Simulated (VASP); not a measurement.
## MgGe2: single point with PBE

The system is MgGe2.

```xyz
6
Lattice="0.0000 3.9513 3.9513 3.9513 0.0000 3.9513 3.9513 3.9513 0.0000" Properties=species:S:1:pos:R:3 pbc="T T T"
Mg    5.9270    5.9270    5.9270
Mg    3.9513    3.9513    3.9513
Ge    0.9878    0.9878    0.9878
Ge    0.9878    2.9635    2.9635
Ge    2.9635    0.9878    2.9635
Ge    2.9635    2.9635    0.9878
```

```
Program             : VASP 6.6.1
Task                : single point
Functional          : PBE
Potentials or basis : VASP PAW PBE potentials, release 64 (Mg, Ge_d)
Cutoff              : 520 eV
k mesh              : 8 × 8 × 8
Occupations         : gaussian, width 0.1 eV
Spin                : no spin polarisation
```

```
Pressure               : 0.0 GPa
Band gap on the k mesh : zero (band 30 reaches 5.52 eV, above the bottom of band 31 at 3.48 eV)
```

Levels at points of the mesh, in eV from the Fermi level:
```tsv
k point	band 28	band 29	band 30	band 31	band 32	band 33
(0.00, 0.00, 0.00)	-3.84	-2.06	-1.83	-1.83	1.00	1.00
(0.50, 0.00, 0.00)	-0.97	-0.46	0.09	0.09	0.18	0.18
(0.50, 0.50, 0.00)	-0.06	0.14	0.14	0.48	0.48	0.57
```

Run time: 54 s on 1 thread of Intel(R) Xeon(R) 6975P-C (Granite Rapids) (shared host), peak memory 0.32 GiB.
